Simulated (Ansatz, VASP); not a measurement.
## Two plane-wave programs on MgO

INCAR

```
SYSTEM = MgO
  ALGO = Normal
  EDIFF = 1E-6
  ENCUT = 600
  GGA = PE
  GGA_COMPAT = .FALSE.
  ISIF = 2
  ISMEAR = 0
  LASPH = .TRUE.
  LCHARG = .TRUE.
  LELF = .TRUE.
  LREAL = .FALSE.
  LVHAR = .TRUE.
  LWAVE = .FALSE.
  NBANDS = 11
  NELM = 120
  PREC = Accurate
  SIGMA = 0.05
```

KPOINTS

```
k-points
0
G
  8 8 8
  0 0 0
```

The input POSCAR:

```
MgO
1.0
    0.0000000000      2.1782000000      2.1782000000
    2.1782000000      0.0000000000      2.1782000000
    2.1782000000      2.1782000000      0.0000000000
Mg O
1 1
Direct
    0.0000000000      0.0000000000      0.0000000000
    0.5000000000      0.5000000000      0.5000000000
```

Input for Ansatz:

```yaml
crystal:
  lattice:
    - [0.0, 2.1782, 2.1782]
    - [2.1782, 0.0, 2.1782]
    - [2.1782, 2.1782, 0.0]
  atoms:
    - { symbol: Mg, position: [0.0, 0.0, 0.0] }
    - { symbol: O, position: [0.5, 0.5, 0.5] }
hamiltonian:
  xc: pbe
  pseudopotentials: { kind: paw }
basis:
  ecutwfc: 420
kpoints:
  mp_grid: { grid: [8, 8, 8] }
scf:
  occupations: { method: gaussian, width: 0.05 }
  lower_state_search: "off"
  max_iter: 100
output:
  forces: true
  stress: true
```

Alike in both runs: task single point; functional PBE; k mesh 8 × 8 × 8; occupations gaussian, width 0.05 eV; no spin polarisation.

```csv
,VASP,Ansatz
version,VASP 6.6.1,Ansatz 0.2.0
potentials or method,"VASP PAW PBE potentials, release 64 (Mg, O), cutoff 600 eV","PAW, plane waves, scalar-relativistic"
valence electrons in the cell,8,16
```

VASP gave:

| Quantity | Value |
| --- | --- |
| pressure (GPa) | -10.2 |

**Question.** Estimate Ansatz's values.

**Answer.** Pressure (GPa): -9.2.

VASP's potentials hold 8 valence electrons a cell and Ansatz's 16, so a difference there can come from the potentials and not from the codes.
